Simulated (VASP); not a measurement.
# MnSi (P2_13) in VASP: single point with PBE+D4

Aim: the single point of MnSi with PBE+D4.

All numbers are computed with VASP 6.6.1; they aren't measurements. Logs are shortened: lines on timing, memory, paths and dates and some standing lists are left out, and cuts for length are marked.

## (1) The cell of the first run

It takes space group P2_13 (No. 198, cubic). The conventional cell has a = 4.666 Å, b = 4.666 Å, c = 4.666 Å, α = 90.00°, β = 90.00°, γ = 90.00°. Within 3.1 Å of Mn (site symmetry 3) lie 7 Si at 2.36 to 2.60 Å and 6 Mn at 2.86 Å. Within 3.1 Å of Si (site symmetry 3) lie 7 Mn at 2.36 to 2.60 Å and 6 Si at 2.88 Å.

## (2) Single point, PBE+D4, collinear spin, ferromagnetic start

The input, INCAR:

```
ALGO = Normal
EDIFF = 1E-6
ENCUT = 520
GGA = PE
ISIF = 2
ISMEAR = -1
ISPIN = 2
IVDW = 13
LASPH = T
LCHARG = F
LMAXMIX = 4
LORBIT = 11
LREAL = F
LWAVE = F
MAGMOM = 2.8 2.8 2.8 2.8 0 0 0 0
NBANDS = 48
NELM = 150
PREC = Accurate
SIGMA = 0.1
```

The input, KPOINTS:

```
k-points
0
Gamma
  6 6 6
```

The input, POSCAR:

```
MnSi
1.0
    4.6661823633      0.0000000000      0.0000000000
    0.0000000000      4.6661823633      0.0000000000
    0.0000000000      0.0000000000      4.6661823633
Mn Si
4 4
Direct
    0.1380000000      0.1380000000      0.1380000000
    0.3620000000      0.8620000000      0.6380000000
    0.6380000000      0.3620000000      0.8620000000
    0.8620000000      0.6380000000      0.3620000000
    0.8460000000      0.8460000000      0.8460000000
    0.6540000000      0.1540000000      0.3460000000
    0.3460000000      0.6540000000      0.1540000000
    0.1540000000      0.3460000000      0.6540000000
```

Potentials or basis: VASP PAW PBE potentials, release 64 (Mn_pv, Si).

On the command line:

```sh
cat potpaw_PBE.64/Mn_pv/POTCAR potpaw_PBE.64/Si/POTCAR > POTCAR
mpirun -np 1 vasp_std > vasp.out
```

OUTCAR:

```text
EDIFF = 1E-6
   ENCUT = 520
   GGA = PE
   ISIF = 2
   ISMEAR = -1
   ISPIN = 2
   IVDW = 13
   LASPH = T
   LORBIT = 11
   LREAL = F
   NELM = 150
   PREC = Accurate

 ion  position               nearest neighbor table
   1  0.138  0.138  0.138-   5 2.36   6 2.46   7 2.46   8 2.46   7 2.60   8 2.60   6 2.60   3 2.86
                             4 2.86   2 2.86   2 2.86   4 2.86   3 2.86
   2  0.362  0.862  0.638-   6 2.36   5 2.46   7 2.46   8 2.46   7 2.60   8 2.60   5 2.60   1 2.86
                             1 2.86   3 2.86   3 2.86   4 2.86   4 2.86
   3  0.638  0.362  0.862-   7 2.36   6 2.46   5 2.46   8 2.46   8 2.60   6 2.60   5 2.60   1 2.86
                             4 2.86   2 2.86   2 2.86   4 2.86   1 2.86
   4  0.862  0.638  0.362-   8 2.36   6 2.46   7 2.46   5 2.46   6 2.60   5 2.60   7 2.60   1 2.86
                             3 2.86   2 2.86   1 2.86   2 2.86   3 2.86
   5  0.846  0.846  0.846-   1 2.36   2 2.46   3 2.46   4 2.46   3 2.60   4 2.60   2 2.60   7 2.88
                             7 2.88   8 2.88   6 2.88   8 2.88   6 2.88
   6  0.654  0.154  0.346-   2 2.36   1 2.46   3 2.46   4 2.46   3 2.60   4 2.60   1 2.60   8 2.88
                             8 2.88   7 2.88   7 2.88   5 2.88   5 2.88
   7  0.346  0.654  0.154-   3 2.36   2 2.46   1 2.46   4 2.46   4 2.60   2 2.60   1 2.60   5 2.88
                             5 2.88   8 2.88   8 2.88   6 2.88   6 2.88
   8  0.154  0.346  0.654-   4 2.36   2 2.46   3 2.46   1 2.46   2 2.60   1 2.60   3 2.60   6 2.88
                             6 2.88   7 2.88   5 2.88   7 2.88   5 2.88

  LATTYP: Found a simple cubic cell.
 ALAT       =     4.6661823633

  Lattice vectors:

 A1 = (   4.6661823633,   0.0000000000,   0.0000000000)
 A2 = (   0.0000000000,   4.6661823633,   0.0000000000)
 A3 = (   0.0000000000,   0.0000000000,   4.6661823633)

Analysis of symmetry for initial positions (statically):
=====================================================================
 Subroutine PRICEL returns:
 Original cell was already a primitive cell.

 Routine SETGRP: Setting up the symmetry group for a
 simple cubic supercell.

 Subroutine GETGRP returns: Found 12 space group operations
 (whereof  3 operations were pure point group operations)
 out of a pool of 48 trial point group operations.

The static configuration has the point symmetry C_3 .
 The point group associated with its full space group is T   .

Analysis of symmetry for dynamics (positions and initial velocities):
=====================================================================
 Subroutine PRICEL returns:
 Original cell was already a primitive cell.

 Routine SETGRP: Setting up the symmetry group for a
 simple cubic supercell.

 Subroutine GETGRP returns: Found 12 space group operations
 (whereof  3 operations were pure point group operations)
 out of a pool of 48 trial point group operations.

The dynamic configuration has the point symmetry C_3 .
 The point group associated with its full space group is T   .

Analysis of structural, dynamic, and magnetic symmetry:
=====================================================================
 Subroutine PRICEL returns:
 Original cell was already a primitive cell.

 Routine SETGRP: Setting up the symmetry group for a
 simple cubic supercell.

 Subroutine GETGRP returns: Found 12 space group operations
 (whereof  3 operations were pure point group operations)
 out of a pool of 48 trial point group operations.

The overall configuration has the point symmetry C_3 .
 The point group associated with its full space group is T   .

 Subroutine INISYM returns: Found 12 space group operations
 (whereof  3 operations are pure point group operations),
 and found     1 'primitive' translations

----------------------------------------------------------------------------------------

                                     Primitive cell

  volume of cell :     101.5980

  direct lattice vectors                    reciprocal lattice vectors
     4.666182363  0.000000000  0.000000000     0.214307955  0.000000000  0.000000000
     0.000000000  4.666182363  0.000000000     0.000000000  0.214307955  0.000000000
     0.000000000  0.000000000  4.666182363     0.000000000  0.000000000  0.214307955

  length of vectors
     4.666182363  4.666182363  4.666182363     0.214307955  0.214307955  0.214307955

  position of ions in fractional coordinates (direct lattice)
     0.138000000  0.138000000  0.138000000
     0.362000000  0.862000000  0.638000000
     0.638000000  0.362000000  0.862000000
     0.862000000  0.638000000  0.362000000
     0.846000000  0.846000000  0.846000000
     0.654000000  0.154000000  0.346000000
[... 79 lines left out ...]
   LNONCOLLINEAR =      F non collinear calculations
   LSORBIT =      F    spin-orbit coupling
   LASPH  =      T    aspherical Exc in radial PAW
   ENCUT  =  520.0 eV  38.22 Ry    6.18 a.u.   8.68  8.68  8.68*2*pi/ulx,y,z
   NELM   =    150;   NELMIN=  2; NELMDL= -5     # of ELM steps
   EDIFF  = 0.1E-05   stopping-criterion for ELM
   LREAL  =      F    real-space projection
   EDIFFG = 0.1E-04   stopping-criterion for IOM
   NSW    =      0    number of steps for IOM
   IBRION =     -1    ionic relax: 0-MD 1-quasi-New 2-CG
   NFREE  =      0    steps in history (QN), initial steepest desc. (CG)
   ISIF   =      2    stress and relaxation
   ISYM   =      2    0-nonsym 1-usesym 2-fastsym
   POTIM  = 0.5000    time-step for ionic-motion
   TEBEG  =    0.0;   TEEND  =   0.0 temperature during run
   PSTRESS=    0.0 pullay stress
   NELECT =      68.0000    total number of electrons
   NUPDOWN=      -1.0000    fix difference up-down
   EMIN   =  10.00;   EMAX   =-10.00  energy-range for DOS
   EFERMI =   0.00;   METHOD = LEGACY
   ISMEAR =    -1;   SIGMA  =   0.10  broadening in eV -4-tet -1-fermi 0-gaus
   EFERMI_NEDOS =   21; number of points for ismear=-14 and -15
   IALGO  =     38    algorithm
   IMIX   =      4    mixing-type and parameters
     AMIX     =   0.40;   BMIX     =  1.00
     AMIX_MAG =   1.60;   BMIX_MAG =  1.00
  volume/ion in A,a.u.               =      12.70        85.70
  Fermi-wavevector in a.u.,A,eV,Ry     =   1.432021  2.706128 27.901257  2.050685
  Thomas-Fermi vector in A             =   2.551694
   LORBIT       =     11    0 simple, 1 ext, 2 COOP (PROOUT), +10 PAW based schemes
   GGA     = PE    functional components
   LHFCALC =     F    Hartree Fock is set to
   AEXX    =    0.0000 exact exchange contribution
   IVDW    =    13    specifies the selected vdW correction
   LEPSILON=     F    determine dielectric tensor
   LRPA    =     F    only Hartree local field effects (RPA)
 spin polarized calculation
  energy-cutoff  :      520.00
  volume of cell :      101.60
 maximum number of plane-waves:      2800
 NGX is ok and might be reduce to    36
   NGX = 17   NGY = 17   NGZ = 17

 number of electron      68.0000000 magnetization      11.2000000

 number of electron      67.9999893 magnetization       5.6833743

 Free energy of the ion-electron system (eV)
  ---------------------------------------------------
  ext. energy  EPLUGINS =         0.00000000
  ---------------------------------------------------
  free energy    TOTEN  =       -60.98601015 eV

  energy without entropy =      -60.74880980  energy(sigma->0) =      -60.86740997

 E-fermi :   9.9521     XC(G=0): -12.3345

 val. band max:        9.9398365629   @ k =   0.5000   0.5000   0.3333
 cond. band min:       9.9819295061   @ k =   0.5000   0.5000   0.1667
 fundamental gap:      0.0420929431
 Fermi energy:         9.9520737257

 spin component 1

 k-point     1 :       0.0000    0.0000    0.0000
  band No.  band energies     occupation
      1     -38.7103      1.00000
      2     -38.7103      1.00000
      3     -38.7103      1.00000
      4     -38.6640      1.00000
      5     -38.6640      1.00000
      6     -38.6640      1.00000
[... 1165 lines left out ...]
     45      15.2579      0.00000
     46      15.2579      0.00000
 Fermi energy:         9.9520737257

 spin component 2

 k-point     1 :       0.0000    0.0000    0.0000
  band No.  band energies     occupation
      1     -37.1459      1.00000
      2     -37.1459      1.00000
      3     -37.1459      1.00000
      4     -37.0853      1.00000
      5     -36.9894      1.00000
      6     -36.9894      1.00000
[... 1165 lines left out ...]
     45      15.5767      0.00000
     46      15.5767      0.00000
 [bands above 46 left out]

------------------------ aborting loop because EDIFF is reached ----------------------------------------

  DFT-D4 for vdW energy calculation

  Edisp (eV):   -3.38787

  FORCE on cell =-STRESS in cart. coord.  units (eV):
  Direction    XX          YY          ZZ          XY          YZ          ZX
  --------------------------------------------------------------------------------------
  -------------------------------------------------------------------------------------
  Total     -12.25683   -12.25683   -12.25683     0.00000     0.00000     0.00000
  in kB    -193.28750  -193.28750  -193.28750     0.00000     0.00000     0.00000
  external pressure =     -193.29 kB  Pullay stress =        0.00 kB

 VOLUME and BASIS-vectors are now :
 -----------------------------------------------------------------------------
  energy-cutoff  :      520.00
  volume of cell :      101.60
      direct lattice vectors                 reciprocal lattice vectors
     4.666182363  0.000000000  0.000000000     0.214307955  0.000000000  0.000000000
     0.000000000  4.666182363  0.000000000     0.000000000  0.214307955  0.000000000
     0.000000000  0.000000000  4.666182363     0.000000000  0.000000000  0.214307955

 POSITION                                       TOTAL-FORCE (eV/Angst)
 -----------------------------------------------------------------------------------
      0.64393      0.64393      0.64393        -0.160065     -0.160065     -0.160065
      1.68916      4.02225      2.97702         0.160065      0.160065     -0.160065
      2.97702      1.68916      4.02225        -0.160065      0.160065      0.160065
      4.02225      2.97702      1.68916         0.160065     -0.160065      0.160065
      3.94759      3.94759      3.94759        -0.078432     -0.078432     -0.078432
      3.05168      0.71859      1.61450         0.078432      0.078432     -0.078432
      1.61450      3.05168      0.71859        -0.078432      0.078432      0.078432
      0.71859      1.61450      3.05168         0.078432     -0.078432      0.078432
 -----------------------------------------------------------------------------------
    total drift:                               -0.000000     -0.000000      0.000000

  FREE ENERGIE OF THE ION-ELECTRON SYSTEM (eV)
  ---------------------------------------------------
  free  energy   TOTEN  =       -64.3738833156 eV

  energy  without entropy=      -64.1366829638  energy(sigma->0) =      -64.25528314

 total charge

# of ion       s       p       d       tot
------------------------------------------
    1        0.303   6.326   5.199  11.828
    2        0.303   6.326   5.199  11.828
    3        0.303   6.326   5.199  11.828
    4        0.303   6.326   5.199  11.828
    5        0.743   0.850   0.000   1.593
    6        0.743   0.850   0.000   1.593
    7        0.743   0.850   0.000   1.593
    8        0.743   0.850   0.000   1.593
--------------------------------------------------
tot          4.185  28.702  20.796  53.683

 magnetization (x)

# of ion       s       p       d       tot
------------------------------------------
    1        0.001   0.004   1.538   1.544
    2        0.001   0.004   1.538   1.544
    3        0.001   0.004   1.538   1.544
    4        0.001   0.004   1.538   1.544
    5       -0.021  -0.060   0.000  -0.080
    6       -0.021  -0.060   0.000  -0.080
    7       -0.021  -0.060   0.000  -0.080
    8       -0.021  -0.060   0.000  -0.080
--------------------------------------------------
tot         -0.078  -0.221   6.153   5.854
```

Wall time 6.5 min (1 thread of AMD EPYC 7R43 (Zen 3), shared host); peak memory 0.31 GiB.

Results:

| Quantity | Value |
| --- | --- |
| Free energy | -64.3739 eV |
| Pressure | -19.3 GPa |
| Largest force | 0.277 eV/Å |
| Net moment | 5.68 μB per cell |
| Site moments | Mn +1.54; Si -0.08 μB |
| Valence electrons inside the program's atomic spheres | Mn 11.83; Si 1.59 |
| Dispersion energy per atom | -0.423 eV |

Forces on the atoms (eV/Å):
```
Mn  -0.160 -0.160 -0.160
Mn   0.160  0.160 -0.160
Mn  -0.160  0.160  0.160
Mn   0.160 -0.160  0.160
Si  -0.078 -0.078 -0.078
Si   0.078  0.078 -0.078
Si  -0.078  0.078  0.078
Si   0.078 -0.078  0.078
```

Caveat: pairwise dispersion overbinds metals, which lowers pressure and volume.
